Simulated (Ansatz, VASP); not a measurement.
## Two plane-wave programs on Ba2MgAlC6N6

```
CELL_PARAMETERS angstrom
0.00000 5.29804 5.29804
5.29804 0.00000 5.29804
5.29804 5.29804 0.00000
ATOMIC_POSITIONS crystal
Ba 0.25000 0.25000 0.25000
Ba 0.75000 0.75000 0.75000
Mg 0.00000 0.00000 0.00000
Al 0.50000 0.50000 0.50000
C 0.79298 0.20702 0.20702
C 0.20702 0.79298 0.20702
C 0.20702 0.20702 0.79298
C 0.20702 0.79298 0.79298
C 0.79298 0.20702 0.79298
C 0.79298 0.79298 0.20702
N 0.68040 0.31960 0.31960
N 0.31960 0.68040 0.31960
N 0.31960 0.31960 0.68040
N 0.31960 0.68040 0.68040
N 0.68040 0.31960 0.68040
N 0.68040 0.68040 0.31960
```

Alike in both runs: functional PBE; k mesh 4 × 4 × 4; occupations gaussian, width 0.1 eV; no spin polarisation.

Ansatz relaxed the structure, and its values are those at the end. VASP's run is a single point on that final structure, the one shown.

|  | VASP | Ansatz |
| --- | --- | --- |
| version | VASP 6.6.1 | Ansatz 0.2.0 |
| potentials or method | VASP PAW PBE potentials, release 64 (Ba_sv, Mg, Al, C, N), cutoff 520 eV | scalar-relativistic, plane waves, PAW |
| valence electrons in the cell | 79 | 87 |

|  | VASP | Ansatz | Ansatz less VASP |
| --- | --- | --- | --- |
| gap on the k mesh at the Fermi level (eV) | none | none | - |
| pressure (GPa) | 0.4 | 0.1 | -0.30 |
| rms of the force components (eV/Å) | 0.148 | 0.001 | -0.1468 |

A gap of «none» marks a metal or a gap that the smearing closes. One of these differences is far larger than is usual between the two programs; its cause wasn't traced. VASP's potentials hold 79 valence electrons a cell and Ansatz's 87, so a difference there can come from the potentials and not from the codes.

Spin-orbit coupling is off throughout. Noted on VASP's run: the standard files for N, O and F lose accuracy on very short bonds.
